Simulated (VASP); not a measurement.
Cl: single point with PBEsol

Crystal: Cl.

```xyz
4
Lattice="3.4480 -1.9407 0.0000 3.4480 1.9407 0.0000 0.0000 0.0000 8.0001" Properties=species:S:1:pos:R:3 pbc="T T T"
Cl    3.4480   -1.4489    0.8898
Cl    3.4480   -0.4918    4.8899
Cl    3.4480    1.4489    7.1103
Cl    3.4480    0.4918    3.1102
```

```yaml
Program: VASP 6.6.1
Task: single point
Functional: PBEsol
Potentials_or_basis: VASP PAW PBE potentials, release 64 (Cl)
Cutoff: 520 eV
k_mesh: 8 × 8 × 4
Occupations: gaussian, width 0.02 eV
Spin: no spin polarisation
Dipole_correction: no
k_mesh_for_the_DOS: 12 × 12 × 6
Occupations_for_the_DOS: tetrahedron
Further_INCAR_settings: ALGO = Normal; EDIFF = 1e-06
```

```yaml
Valence_electrons_inside_the_program's_atomic_spheres: Cl 4.96
```

Levels at points of the mesh, in eV from the valence-band top:
| k point | band 10 | band 11 | band 12 | band 13 | band 14 | band 15 | band 16 | band 17 | band 18 |
| --- | --- | --- | --- | --- | --- | --- | --- | --- | --- |
| (0.00, 0.00, 0.00) | -2.37 | -1.20 | -0.47 | -0.47 | 0.00 | 2.07 | 3.06 | 6.38 | 6.89 |
| (0.50, 0.00, 0.00) | -2.81 | -1.11 | -1.11 | -0.56 | -0.56 | 2.96 | 2.96 | 7.63 | 7.63 |
| (0.50, 0.50, 0.00) | -2.60 | -1.66 | -1.32 | -0.51 | -0.21 | 2.12 | 2.94 | 8.05 | 8.20 |
| (0.00, 0.00, 0.50) | -2.38 | -1.02 | -1.02 | -0.22 | -0.22 | 2.48 | 2.48 | 6.87 | 6.87 |
| (0.50, 0.00, 0.50) | -2.86 | -0.72 | -0.72 | -0.18 | -0.18 | 2.50 | 2.50 | 7.95 | 7.95 |
| (0.50, 0.50, 0.50) | -2.56 | -1.09 | -1.09 | -0.87 | -0.87 | 2.46 | 2.46 | 8.88 | 8.89 |

Wall time 2.3 min on 1 thread of Intel(R) Xeon(R) 6975P-C (Granite Rapids), on a shared host, peak memory 0.36 GiB.
